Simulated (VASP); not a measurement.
**Al2O3: single point with r2SCAN**

The system is Al2O3.

```
Al O
1.0
     2.76895    0.00000    0.00000
    -1.38448    2.39798    0.00000
     0.00000    0.00000    9.33675
Al O
2 3
Direct
  0.00000 0.00000 0.14999
  0.00000 0.00000 0.85001
  0.33333 0.66667 0.22232
  0.66667 0.33333 0.00000
  0.33333 0.66667 0.77768
```

This cell differs from its parent crystal: strain -0.040 along x and y, +0.000 along z.

```json
{"Program": "VASP 6.6.1", "Task": "single point", "Functional": "r2SCAN", "Potentials or basis": "VASP PAW PBE potentials, release 64 (Al, O)", "Cutoff": "520 eV", "k mesh": "12 × 12 × 4", "Occupations": "gaussian, width 0.05 eV", "Spin": "no spin polarisation", "Dipole correction": "no", "Further INCAR settings": "ALGO = Normal; EDIFF = 1e-06; NBANDS = 20"}
```

```json
{
 "Pressure": "11.5 GPa",
 "Largest force": "0.894 eV/Å",
 "Band gap on the k mesh": "6.78 eV (least direct gap 7.03 eV)"
}
```

Forces in eV/Å, atoms in the order of the input:
```
Al   0.000  0.000 -0.894
Al   0.000  0.000  0.894
O    0.000  0.000  0.615
O    0.000  0.000  0.000
O    0.000  0.000 -0.615
```

Stress tensor (GPa, compression positive):
```
17.25  0.00  0.00
 0.00 17.25  0.00
 0.00  0.00 -0.13
```

Levels at points of the mesh, in eV from the valence-band top:
| k point | band 9 | band 10 | band 11 | band 12 | band 13 | band 14 | band 15 | band 16 |
| --- | --- | --- | --- | --- | --- | --- | --- | --- |
| (0.00, 0.00, 0.00) | -1.13 | -0.29 | -0.25 | -0.25 | 6.78 | 9.04 | 9.98 | 10.87 |
| (0.50, 0.00, 0.00) | -1.90 | -0.93 | -0.88 | -0.61 | 9.75 | 10.70 | 10.76 | 12.56 |
| (0.00, 0.00, 0.50) | -1.13 | -0.33 | -0.25 | -0.25 | 6.98 | 8.55 | 10.00 | 11.38 |
| (0.50, 0.00, 0.50) | -1.91 | -0.93 | -0.88 | -0.60 | 9.77 | 10.71 | 10.75 | 12.33 |

It took 3.9 min on 1 thread of AMD EPYC 9R45 96-Core Processor (Zen 5), with other jobs on the host, peak memory 0.2 GiB.

Caveat: the cell differs from its parent crystal (strain -0.040 along x and y, +0.000 along z); the cell stands under pressure; the PAW data sets were made with another functional, which shifts forces and pressure a little. A k mesh can miss the band edges.
